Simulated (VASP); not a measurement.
The system is Li4H3F.

```
CELL_PARAMETERS angstrom
7.97375 0.00000 0.00000
0.00000 7.97375 0.00000
0.00000 0.00000 7.97375
ATOMIC_POSITIONS crystal
H 0.24733 0.00181 0.00227
H 0.24748 0.49741 0.00161
H 0.24724 0.49654 0.49544
H 0.75295 0.99918 0.00382
H 0.75119 0.00306 0.50425
H 0.74889 0.49836 0.00171
H 0.75110 0.49751 0.49828
H 0.99988 0.24960 0.00333
H 0.00160 0.24444 0.49890
H 0.00014 0.74485 0.99716
H 0.00055 0.75228 0.49914
H 0.50143 0.24874 0.99701
H 0.49969 0.24640 0.49922
H 0.49553 0.75099 0.00126
H 0.49832 0.75151 0.49929
H 0.99757 0.99374 0.74695
H 0.99867 0.49897 0.74975
H 0.50317 0.00029 0.24947
H 0.50330 0.99738 0.74466
H 0.49626 0.49721 0.74989
H 0.25133 0.25413 0.24634
H 0.25057 0.75075 0.24846
H 0.74979 0.24754 0.24600
H 0.75297 0.74913 0.24708
F 0.25083 0.99776 0.50107
F 0.99626 0.00213 0.25440
F 0.00069 0.49853 0.24923
F 0.50450 0.50349 0.25084
F 0.25258 0.24778 0.74824
F 0.25023 0.75285 0.74713
F 0.75165 0.24761 0.74938
F 0.75332 0.75051 0.74526
Li 0.00112 0.99639 0.99696
Li 0.00122 0.00127 0.50193
Li 0.00175 0.49902 0.00088
Li 0.00211 0.50286 0.50030
Li 0.50463 0.00294 0.99816
Li 0.49896 0.00052 0.50177
Li 0.49879 0.49439 0.99963
Li 0.49902 0.50133 0.49927
Li 0.25275 0.25478 0.99850
Li 0.24942 0.24691 0.50212
Li 0.24905 0.75484 0.00225
Li 0.24880 0.74834 0.50078
Li 0.75145 0.24854 0.99791
Li 0.74672 0.24868 0.49813
Li 0.74693 0.75155 0.00147
Li 0.75130 0.75273 0.50213
Li 0.24990 0.99913 0.25144
Li 0.25332 0.00583 0.75045
Li 0.24987 0.49888 0.25182
Li 0.24803 0.49811 0.75095
Li 0.74835 0.99825 0.25277
Li 0.74834 0.00288 0.75396
Li 0.75163 0.49971 0.24940
Li 0.75260 0.50085 0.75350
Li 0.00113 0.24915 0.25201
Li 0.00439 0.25218 0.74880
Li 0.00383 0.74383 0.24595
Li 0.99942 0.75213 0.74781
Li 0.49693 0.25505 0.25365
Li 0.49625 0.24905 0.74996
Li 0.50547 0.74976 0.25434
Li 0.49892 0.75050 0.75383
```

- Program: VASP 6.6.1
- Task: relaxation of volume and atoms at fixed shape
- Functional: PBEsol
- Potentials or basis: VASP PAW PBE potentials, release 64 (H, F, Li_sv)
- Cutoff: 600 eV
- k mesh: 1 × 1 × 1, shifted
- Occupations: fermi-dirac, width 0.05 eV
- Spin: no spin polarisation

At the start: pressure 0.3 GPa; volume 7.92 Å³/atom.

How do energy, volume and symmetry change on relaxing?

Over 7 steps the energy falls by 2.7 meV/atom and the volume is 7.97 Å³/atom (+0.6 %); space group P1 (No. 1, to 0.1 Å) before, Pm (No. 6, to 0.1 Å).

The path:
```
step  energy change (eV)  largest force (eV/Å)  pressure (GPa)  volume (Å³)
   1              0.0000                0.3017            0.26       506.98
   2             -0.0654                0.2107            0.16       507.93
   3             -0.1467                0.1128           -0.09       510.70
   4             -0.1613                0.0709           -0.06       510.41
   5             -0.1707                0.0330           -0.01       509.96
   6             -0.1707                0.0379           -0.01       509.92
   7             -0.1725                0.0222            0.00       509.82
```

Final structure:
```
CELL_PARAMETERS angstrom
7.98865 0.00000 0.00000
0.00000 7.98865 0.00000
0.00000 0.00000 7.98865
ATOMIC_POSITIONS crystal
H 0.25071 0.00042 0.00080
H 0.25025 0.49979 0.99996
H 0.24994 0.49975 0.49978
H 0.75011 0.99944 0.00087
H 0.74935 0.99993 0.49974
H 0.74983 0.49941 0.00002
H 0.75032 0.49951 0.49992
H 0.00029 0.24925 0.00001
H 0.99935 0.24994 0.49964
H 0.00024 0.74916 0.99971
H 0.99933 0.74878 0.49952
H 0.50061 0.24921 0.00018
H 0.50085 0.24980 0.49897
H 0.50000 0.75087 0.00084
H 0.50118 0.74975 0.49939
H 0.99936 0.99958 0.75101
H 0.00034 0.49960 0.74969
H 0.50154 0.00011 0.24973
H 0.50152 0.99990 0.75092
H 0.49963 0.49974 0.74996
H 0.25151 0.24987 0.24904
H 0.25122 0.75006 0.24908
H 0.74952 0.24895 0.24971
H 0.75029 0.75038 0.24986
F 0.24976 0.99961 0.50030
F 0.00113 0.99935 0.25054
F 0.99997 0.49918 0.24979
F 0.50044 0.49991 0.25003
F 0.24996 0.24906 0.74943
F 0.25018 0.75049 0.74958
F 0.75044 0.24996 0.75000
F 0.74960 0.74938 0.75044
Li 0.00036 0.99950 0.00328
Li 0.00106 0.99955 0.49732
Li 0.00043 0.49943 0.00281
Li 0.99994 0.49920 0.49676
Li 0.50043 0.00059 0.00294
Li 0.49955 0.99958 0.49801
Li 0.49977 0.49965 0.00318
Li 0.50016 0.50006 0.49732
Li 0.25068 0.24909 0.99732
Li 0.25059 0.24877 0.50224
Li 0.25114 0.75084 0.99753
Li 0.25058 0.75120 0.50218
Li 0.75008 0.24900 0.99760
Li 0.74963 0.24944 0.50288
Li 0.74941 0.74998 0.99727
Li 0.75006 0.75031 0.50305
Li 0.24964 0.00009 0.25098
Li 0.25056 0.99992 0.74933
Li 0.25042 0.50023 0.24989
Li 0.24968 0.49975 0.74979
Li 0.75177 0.99998 0.25039
Li 0.75053 0.99970 0.75045
Li 0.75070 0.49950 0.24988
Li 0.75028 0.49957 0.75014
Li 0.99992 0.24993 0.24953
Li 0.99995 0.24992 0.75003
Li 0.00004 0.74899 0.24903
Li 0.99957 0.74912 0.75046
Li 0.50099 0.25153 0.24948
Li 0.50089 0.25043 0.74984
Li 0.50125 0.74860 0.24953
Li 0.50058 0.74924 0.75082
```

Caveat: the cutoff is under 1.25 times the usual one of these potentials, so pressure, stress and relaxed cells hold a basis-set (Pulay) error; the PAW data sets were made with another functional, which shifts forces and pressure a little.
